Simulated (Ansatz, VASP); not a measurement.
**Two plane-wave programs on Ag**

```
CELL_PARAMETERS angstrom
2.96876 0.00000 0.00000
-1.48438 2.57102 0.00000
0.00000 0.00000 9.79513
ATOMIC_POSITIONS crystal
Ag 0.33333 0.66667 0.25000
Ag 0.66667 0.33333 0.75000
Ag 0.00000 0.00000 0.00000
Ag 0.00000 0.00000 0.50000
```

Alike in both runs: task single point; functional RPBE; k mesh 14 × 14 × 4; occupations fermi-dirac, width 0.1 eV; no spin polarisation.

```csv
,VASP,Ansatz
version,VASP 6.6.1,Ansatz 0.2.0
potentials or method,"VASP PAW PBE potentials, release 64 (Ag), cutoff 520 eV","plane waves (420 eV) with PAW, scalar-relativistic"
valence electrons in the cell,44,76
```

```csv
,VASP,Ansatz,Ansatz less VASP
pressure (GPa),0.1,0.1,+0.05
"traceless stress, the component that is largest in VASP (GPa)",-0.67,-0.67,-0.003
```

VASP's potentials were made for PBE, not for RPBE. The functional is the same, so the differences come from potentials, cutoffs and numerics. VASP's potentials hold 44 valence electrons a cell and Ansatz's 76, so a difference there can come from the potentials and not from the codes.
